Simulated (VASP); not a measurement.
Input of a VASP 6.6.1 run:

The input INCAR:

```
SYSTEM = HfO2
PREC = Accurate
ENCUT = 520
EDIFF = 1E-6
ISMEAR = 0
SIGMA = 0.05
LREAL = .FALSE.
LASPH = .TRUE.
NELM = 60
ALGO = Normal
ISIF = 2
LWAVE = .FALSE.
LCHARG = .TRUE.
GGA = PS
LELF = .TRUE.
LVHAR = .TRUE.
NBANDS = 18
```

File KPOINTS:

```
Automatic mesh
0
G
  8 8 8
  0 0 0
```

The input POSCAR:

```
HfO2
1.0
    0.0000000000      2.4337950368      2.6986121133
    2.4337950368      0.0000000000      2.6986121133
    2.4337950368      2.4337950368      0.0000000000
Hf O
1 2
Direct
   -0.0029392237      0.0029392237      0.0029392237
    0.2663952796      0.2336047204      0.2336047204
    0.7663952796      0.7336047204      0.7336047204
```

Potentials or basis: VASP PAW PBE potentials, release 64 (Hf_pv, O).

Command:

```sh
$ cat potpaw_PBE.64/Hf_pv/POTCAR potpaw_PBE.64/O/POTCAR > POTCAR
$ mpirun -np 1 vasp_std > vasp.out
```

Q: What does it give for the pressure?

A: -1.5 GPa.

Q: Predict the band gap on the k mesh.

A: 2.36 eV (least direct gap 2.83 eV).

Forces in eV/Å, atoms in the order of the input:
```
Hf  -0.521  0.000  0.000
O    0.261  0.000  0.000
O    0.261  0.000  0.000
```

Caveat: the cell differs from its parent crystal (atoms displaced along a vibrational mode, the cell strained); the PAW data sets were made with another functional, which shifts forces and pressure a little; spin-orbit coupling is left out, which moves the levels of the heavy elements. A k mesh can miss the band edges.
